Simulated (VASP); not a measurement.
# Fe (Im-3m) in VASP: further runs

Fe is run at these levels: PBE; tasks: single point.

Program: VASP 6.6.1. These are calculated values, not measurements. Logs are shortened: lines on timing, memory, paths and dates and some standing lists are left out, and cuts for length are marked.

## Step 1: The cell of the first run

The structure is cubic, space group Im-3m (No. 229). Conventional cell: a = 2.628 Å, b = 2.628 Å, c = 2.628 Å, α = 90.00°, β = 90.00°, γ = 90.00°. Within 3.0 Å of Fe (site symmetry m-3m) lie 14 Fe at 2.28 to 2.63 Å.

## Step 2: Single point, PBE, collinear spin, ferromagnetic start

INCAR

```
ALGO = Normal ; EDIFF = 1E-7
ENCUT = 520 ; GGA = PE
ISIF = 2 ; ISMEAR = -1
ISPIN = 2 ; LASPH = T
LCHARG = F ; LMAXMIX = 4
LORBIT = 11 ; LREAL = F
LWAVE = F ; MAGMOM = 2.5
NBANDS = 14 ; NELM = 150
PREC = Accurate ; SIGMA = 0.08
```

KPOINTS

```
k-points
0
Gamma
  20 20 20
```

POSCAR

```
Fe
1.0
   -1.3138155145      1.3138155145      1.3138155145
    1.3138155145     -1.3138155145      1.3138155145
    1.3138155145      1.3138155145     -1.3138155145
Fe
1
Direct
    0.0000000000      0.0000000000      0.0000000000
```

Potentials or basis: VASP PAW PBE potentials, release 64 (Fe).

Started as:

```bash
$ cat potpaw_PBE.64/Fe/POTCAR > POTCAR
$ mpirun -np 1 vasp_std > vasp.out
```

OUTCAR:

```text
EDIFF = 1E-7
   ENCUT = 520
   GGA = PE
   ISIF = 2
   ISMEAR = -1
   ISPIN = 2
   LASPH = T
   LORBIT = 11
   LREAL = F
   NELM = 150
   PREC = Accurate

 ion  position               nearest neighbor table
   1  0.000  0.000  0.000-

  LATTYP: Found a body centered cubic cell.
 ALAT       =     2.6276310290

  Lattice vectors:

 A1 = (  -1.3138155145,   1.3138155145,   1.3138155145)
 A2 = (   1.3138155145,  -1.3138155145,   1.3138155145)
 A3 = (   1.3138155145,   1.3138155145,  -1.3138155145)

Analysis of symmetry for initial positions (statically):
=====================================================================
 Subroutine PRICEL returns:
 Original cell was already a primitive cell.

 Routine SETGRP: Setting up the symmetry group for a
 body centered cubic supercell.

 Subroutine GETGRP returns: Found 48 space group operations
 (whereof 48 operations were pure point group operations)
 out of a pool of 48 trial point group operations.

The static configuration has the point symmetry O_h .

Analysis of symmetry for dynamics (positions and initial velocities):
=====================================================================
 Subroutine PRICEL returns:
 Original cell was already a primitive cell.

 Routine SETGRP: Setting up the symmetry group for a
 body centered cubic supercell.

 Subroutine GETGRP returns: Found 48 space group operations
 (whereof 48 operations were pure point group operations)
 out of a pool of 48 trial point group operations.

The dynamic configuration has the point symmetry O_h .

Analysis of structural, dynamic, and magnetic symmetry:
=====================================================================
 Subroutine PRICEL returns:
 Original cell was already a primitive cell.

 Routine SETGRP: Setting up the symmetry group for a
 body centered cubic supercell.

 Subroutine GETGRP returns: Found 48 space group operations
 (whereof 48 operations were pure point group operations)
 out of a pool of 48 trial point group operations.

The overall configuration has the point symmetry O_h .

 Subroutine INISYM returns: Found 48 space group operations
 (whereof 48 operations are pure point group operations),
 and found     1 'primitive' translations

----------------------------------------------------------------------------------------

                                     Primitive cell

  volume of cell :       9.0712

  direct lattice vectors                    reciprocal lattice vectors
    -1.313815514  1.313815514  1.313815514     0.000000000  0.380570936  0.380570936
     1.313815514 -1.313815514  1.313815514     0.380570936  0.000000000  0.380570936
     1.313815514  1.313815514 -1.313815514     0.380570936  0.380570936  0.000000000

  length of vectors
     2.275595223  2.275595223  2.275595223     0.538208579  0.538208579  0.538208579

  position of ions in fractional coordinates (direct lattice)
     0.000000000  0.000000000  0.000000000

  ion indices of the primitive-cell ions
   primitive index   ion index
                 1           1

----------------------------------------------------------------------------------------

 KPOINTS: k-points

Automatic generation of k-mesh.
 Grid dimensions read from file:
 generate k-points for:   20   20   20

 Generating k-lattice:

  Cartesian coordinates                     Fractional coordinates (reciprocal lattice)
     0.000000000  0.019028547  0.019028547     0.050000000  0.000000000  0.000000000
     0.019028547  0.000000000  0.019028547     0.000000000  0.050000000  0.000000000
     0.019028547  0.019028547  0.000000000     0.000000000  0.000000000  0.050000000

  Length of vectors
     0.026910429  0.026910429  0.026910429

  Shift w.r.t. Gamma in fractional coordinates (k-lattice)
     0.000000000  0.000000000  0.000000000

 Subroutine IBZKPT returns following result:
 ===========================================

 Found    256 irreducible k-points:

 Following reciprocal coordinates:
            Coordinates               Weight
  0.000000  0.000000  0.000000      1.000000
  0.050000  0.000000  0.000000     12.000000
  0.100000  0.000000  0.000000     12.000000
  0.150000  0.000000  0.000000     12.000000
  0.200000  0.000000  0.000000     12.000000
  0.250000  0.000000  0.000000     12.000000
[... 16 lines left out ...]
  0.200000  0.100000 -0.000000     48.000000
  0.250000  0.100000  0.000000     48.000000
 [... further k-points ...]
   k-points           NKPTS =    256   k-points in BZ     NKDIM =    256   number of bands    NBANDS=     14
   number of dos      NEDOS =    301   number of ions     NIONS =      1
   total plane-waves  NPLWV =   5832
   dimension x,y,z NGX =    18 NGY =   18 NGZ =   18
   dimension x,y,z NGXF=    36 NGYF=   36 NGZF=   36
   ions per type =               1
   NGX,Y,Z   is equivalent  to a cutoff of  13.15, 13.15, 13.15 a.u.
   NGXF,Y,Z  is equivalent  to a cutoff of  26.30, 26.30, 26.30 a.u.
 SYSTEM =  unknown system
   PREC   = accura    normal or accurate (medium, high low for compatibility)
   ISTART =      0    job   : 0-new  1-cont  2-samecut
   ICHARG =      2    charge: 1-file 2-atom 10-const
   ISPIN  =      2    spin polarized calculation?
   LNONCOLLINEAR =      F non collinear calculations
   LSORBIT =      F    spin-orbit coupling
   LASPH  =      T    aspherical Exc in radial PAW
   ENCUT  =  520.0 eV  38.22 Ry    6.18 a.u.   4.23  4.23  4.23*2*pi/ulx,y,z
   NELM   =    150;   NELMIN=  2; NELMDL= -5     # of ELM steps
   EDIFF  = 0.1E-06   stopping-criterion for ELM
   LREAL  =      F    real-space projection
   EDIFFG = 0.1E-05   stopping-criterion for IOM
   NSW    =      0    number of steps for IOM
   IBRION =     -1    ionic relax: 0-MD 1-quasi-New 2-CG
   NFREE  =      0    steps in history (QN), initial steepest desc. (CG)
   ISIF   =      2    stress and relaxation
   ISYM   =      2    0-nonsym 1-usesym 2-fastsym
   POTIM  = 0.5000    time-step for ionic-motion
   TEBEG  =    0.0;   TEEND  =   0.0 temperature during run
   PSTRESS=    0.0 pullay stress
   NELECT =       8.0000    total number of electrons
   NUPDOWN=      -1.0000    fix difference up-down
   EMIN   =  10.00;   EMAX   =-10.00  energy-range for DOS
   EFERMI =   0.00;   METHOD = LEGACY
   ISMEAR =    -1;   SIGMA  =   0.08  broadening in eV -4-tet -1-fermi 0-gaus
   EFERMI_NEDOS =   21; number of points for ismear=-14 and -15
   IALGO  =     38    algorithm
   IMIX   =      4    mixing-type and parameters
     AMIX     =   0.40;   BMIX     =  1.00
     AMIX_MAG =   1.60;   BMIX_MAG =  1.00
  volume/ion in A,a.u.               =       9.07        61.22
  Fermi-wavevector in a.u.,A,eV,Ry     =   1.569943  2.966761 33.534549  2.464720
  Thomas-Fermi vector in A             =   2.671750
   LORBIT       =     11    0 simple, 1 ext, 2 COOP (PROOUT), +10 PAW based schemes
   GGA     = PE    functional components
   LHFCALC =     F    Hartree Fock is set to
   AEXX    =    0.0000 exact exchange contribution
   IVDW    =     0    specifies the selected vdW correction
   LEPSILON=     F    determine dielectric tensor
   LRPA    =     F    only Hartree local field effects (RPA)
 spin polarized calculation
  energy-cutoff  :      520.00
  volume of cell :        9.07
 maximum number of plane-waves:       251
 NGX is ok and might be reduce to    18
   NGX =  9   NGY =  9   NGZ =  9

 number of electron       7.9999995 magnetization       1.7892098

 Free energy of the ion-electron system (eV)
  ---------------------------------------------------
  ext. energy  EPLUGINS =         0.00000000
  ---------------------------------------------------
  free energy    TOTEN  =        -7.83266089 eV

  energy without entropy =       -7.81027389  energy(sigma->0) =       -7.82146739

 E-fermi :   8.5501     XC(G=0): -14.4460

 val. band max:        8.5379059325   @ k =  -0.3500   0.4000   0.2500
 cond. band min:       8.5533697958   @ k =  -0.4000   0.4000   0.2500
 fundamental gap:      0.0154638633
 Fermi energy:         8.5501249671

 spin component 1

 k-point     1 :       0.0000    0.0000    0.0000
  band No.  band energies     occupation
      1      -1.3698      1.00000
      2       5.6934      1.00000
      3       5.6934      1.00000
      4       5.6934      1.00000
      5       7.4270      1.00000
      6       7.4270      1.00000
      7      35.6645      0.00000
      8      35.6645      0.00000
      9      35.6645      0.00000
     10      42.4195      0.00000
     11      42.4195      0.00000
     12      46.3193      0.00000
     13      46.3193      0.00000
     14      46.3193      0.00000
[... 375 lines left out ...]
 k-point    24 :       0.2500    0.1000    0.0000
  band No.  band energies     occupation
      1       2.1415      1.00000
      2       4.6580      1.00000
      3       5.3314      1.00000
      4       7.1797      1.00000
      5       7.7344      0.99996
      6       8.5018      0.64657
      7      24.7270      0.00000
      8      29.2378      0.00000
      9      34.0688      0.00000
     10      36.8941      0.00000
     11      42.5754      0.00000
     12      44.0860      0.00000
     13      50.0777      0.00000
     14      52.8271      0.00000

 [... further k-points ...]

 spin component 2

 k-point     1 :       0.0000    0.0000    0.0000
  band No.  band energies     occupation
      1      -1.1501      1.00000
      2       7.1702      1.00000
      3       7.1703      1.00000
      4       7.1703      1.00000
      5       9.8312      0.00000
      6       9.8314      0.00000
      7      35.5470      0.00000
      8      35.5470      0.00000
      9      35.5470      0.00000
     10      42.7372      0.00000
     11      42.7372      0.00000
     12      46.9047      0.00000
     13      46.9047      0.00000
     14      46.9047      0.00000
[... 375 lines left out ...]
 k-point    24 :       0.2500    0.1000    0.0000
  band No.  band energies     occupation
      1       2.6413      1.00000
      2       6.0162      1.00000
      3       6.5711      1.00000
      4       9.3028      0.00008
      5       9.9547      0.00000
      6      10.2424      0.00000
      7      25.4501      0.00000
      8      29.6190      0.00000
      9      34.6181      0.00000
     10      37.1627      0.00000
     11      43.0273      0.00000
     12      44.5123      0.00000
     13      50.3763      0.00000
     14      53.3500      0.00000

 [... further k-points ...]

------------------------ aborting loop because EDIFF is reached ----------------------------------------

  FORCE on cell =-STRESS in cart. coord.  units (eV):
  Direction    XX          YY          ZZ          XY          YZ          ZX
  --------------------------------------------------------------------------------------
  -------------------------------------------------------------------------------------
  Total        4.1367219      4.1367219      4.1367219      0.0000000     -0.0000000      0.0000000
  in kB      730.6405210    730.6405210    730.6405210      0.0000000     -0.0000000      0.0000000
  external PRESSURE =     730.6405210 kB  Pullay stress =       0.0000000 kB

 VOLUME and BASIS-vectors are now :
 -----------------------------------------------------------------------------
  energy-cutoff  :      520.00
  volume of cell :        9.07
      direct lattice vectors                 reciprocal lattice vectors
    -1.313815514  1.313815514  1.313815514     0.000000000  0.380570936  0.380570936
     1.313815514 -1.313815514  1.313815514     0.380570936  0.000000000  0.380570936
     1.313815514  1.313815514 -1.313815514     0.380570936  0.380570936  0.000000000

 POSITION                                       TOTAL-FORCE (eV/Angst)
 -----------------------------------------------------------------------------------
      0.00000      0.00000      0.00000         0.000000      0.000000      0.000000
 -----------------------------------------------------------------------------------
    total drift:                                0.000000     -0.000000      0.000000

  FREE ENERGIE OF THE ION-ELECTRON SYSTEM (eV)
  ---------------------------------------------------
  free  energy   TOTEN  =        -7.8326608885 eV

  energy  without entropy=       -7.8102738901  energy(sigma->0) =       -7.82146739

 total charge

# of ion       s       p       d       tot
------------------------------------------
    1        0.599   0.774   6.478   7.850

 magnetization (x)

# of ion       s       p       d       tot
------------------------------------------
    1       -0.010  -0.050   1.811   1.750
```

It took 37 s on 1 thread of AMD EPYC 9R45 (Zen 5), shared host; peak memory 0.13 GiB.

Results:

* Free energy: -7.8327 eV
* Pressure: 73.1 GPa
* Net moment: 1.79 μB per cell
* Site moments: Fe +1.75 μB
* Valence electrons inside the program's atomic spheres: Fe 7.85

## Step 3: Single point, PBE, collinear spin, ferromagnetic start

INCAR

```
SYSTEM = Fe
PREC = Accurate ; ENCUT = 520
EDIFF = 1E-6 ; ISMEAR = -1
SIGMA = 0.08 ; LREAL = .FALSE.
LASPH = .TRUE. ; NELM = 150
ALGO = Normal ; ISIF = 2
LWAVE = .FALSE. ; LCHARG = .FALSE.
ISPIN = 2 ; MAGMOM = 2.5
LORBIT = 11 ; LMAXMIX = 4
GGA = PE ; NBANDS = 14
```

KPOINTS

```
regular mesh
0
G
  20 20 20
  0 0 0
```

POSCAR

```
Fe
1.0
   -1.3135301322      1.3135301322      1.3135301322
    1.3135301322     -1.3135301322      1.3135301322
    1.3135301322      1.3135301322     -1.3135301322
Fe
1
Direct
    0.0000000000      0.0000000000      0.0000000000
```

Potentials or basis: VASP PAW PBE potentials, release 64 (Fe).

Started as:

```bash
$ cat potpaw_PBE.64/Fe/POTCAR > POTCAR
$ mpirun -np 1 vasp_std > vasp.out
```

OUTCAR:

```text
SYSTEM = Fe
   PREC = Accurate
   ENCUT = 520
   EDIFF = 1E-6
   ISMEAR = -1
   LREAL = .FALSE.
   LASPH = .TRUE.
   NELM = 150
   ISIF = 2
   ISPIN = 2
   LORBIT = 11
   GGA = PE

 ion  position               nearest neighbor table
   1  0.000  0.000  0.000-

  LATTYP: Found a body centered cubic cell.
 ALAT       =     2.6270602644

  Lattice vectors:

 A1 = (  -1.3135301322,   1.3135301322,   1.3135301322)
 A2 = (   1.3135301322,  -1.3135301322,   1.3135301322)
 A3 = (   1.3135301322,   1.3135301322,  -1.3135301322)

Analysis of symmetry for initial positions (statically):
=====================================================================
 Subroutine PRICEL returns:
 Original cell was already a primitive cell.

 Routine SETGRP: Setting up the symmetry group for a
 body centered cubic supercell.

 Subroutine GETGRP returns: Found 48 space group operations
 (whereof 48 operations were pure point group operations)
 out of a pool of 48 trial point group operations.

The static configuration has the point symmetry O_h .

Analysis of symmetry for dynamics (positions and initial velocities):
[... 606 lines left out ...]
     13      46.9301      0.00000
     14      46.9301      0.00000
[... 379 lines left out ...]
      3       6.5765      1.00000
      4       9.3097      0.00008
      5       9.9623      0.00000
      6      10.2502      0.00000
      7      25.4665      0.00000
      8      29.6351      0.00000
      9      34.6389      0.00000
     10      37.1816      0.00000
     11      43.0495      0.00000
     12      44.5354      0.00000
     13      50.4000      0.00000
     14      53.3755      0.00000

 [... further k-points ...]

------------------------ aborting loop because EDIFF is reached ----------------------------------------

  FORCE on cell =-STRESS in cart. coord.  units (eV):
  Direction    XX          YY          ZZ          XY          YZ          ZX
  --------------------------------------------------------------------------------------
  -------------------------------------------------------------------------------------
  Total        4.1522630      4.1522630      4.1522630     -0.0000000     -0.0000000      0.0000000
  in kB      733.8635561    733.8635561    733.8635561     -0.0000000     -0.0000000      0.0000000
  external PRESSURE =     733.8635561 kB  Pullay stress =       0.0000000 kB

 VOLUME and BASIS-vectors are now :
 -----------------------------------------------------------------------------
  energy-cutoff  :      520.00
  volume of cell :        9.07
      direct lattice vectors                 reciprocal lattice vectors
    -1.313530132  1.313530132  1.313530132     0.000000000  0.380653620  0.380653620
     1.313530132 -1.313530132  1.313530132     0.380653620  0.000000000  0.380653620
     1.313530132  1.313530132 -1.313530132     0.380653620  0.380653620  0.000000000

 POSITION                                       TOTAL-FORCE (eV/Angst)
 -----------------------------------------------------------------------------------
      0.00000      0.00000      0.00000        -0.000000     -0.000000      0.000000
 -----------------------------------------------------------------------------------
    total drift:                                0.000000     -0.000000      0.000000

  FREE ENERGIE OF THE ION-ELECTRON SYSTEM (eV)
  ---------------------------------------------------
  free  energy   TOTEN  =        -7.8299583160 eV

  energy  without entropy=       -7.8075451380  energy(sigma->0) =       -7.81875173

 total charge

# of ion       s       p       d       tot
------------------------------------------
    1        0.599   0.774   6.479   7.852

 magnetization (x)

# of ion       s       p       d       tot
------------------------------------------
    1       -0.010  -0.050   1.809   1.748
```

stdout:

```text
POSCAR found type information on POSCAR Fe
 POSCAR found :  1 types and       1 ions
 scaLAPACK will be used
 LDA part: xc-table for (Slater+PW92), standard interpolation
 POSCAR, INCAR and KPOINTS ok, starting setup
 FFT: planning ... GRIDC
 FFT: planning ... GRID_SOFT
 FFT: planning ... GRID
 WAVECAR not read
 entering main loop
```

Run time: 34 s. Hardware: 1 thread of AMD EPYC 9R45 (Zen 5), shared host; peak memory 0.13 GiB.

What came out:

| Item | Value |
| --- | --- |
| Free energy | -7.8300 eV |
| Pressure | 73.4 GPa |
| Net moment | 1.79 μB per cell |
| Site moments | Fe +1.75 μB |
| Valence electrons inside the program's atomic spheres | Fe 7.85 |
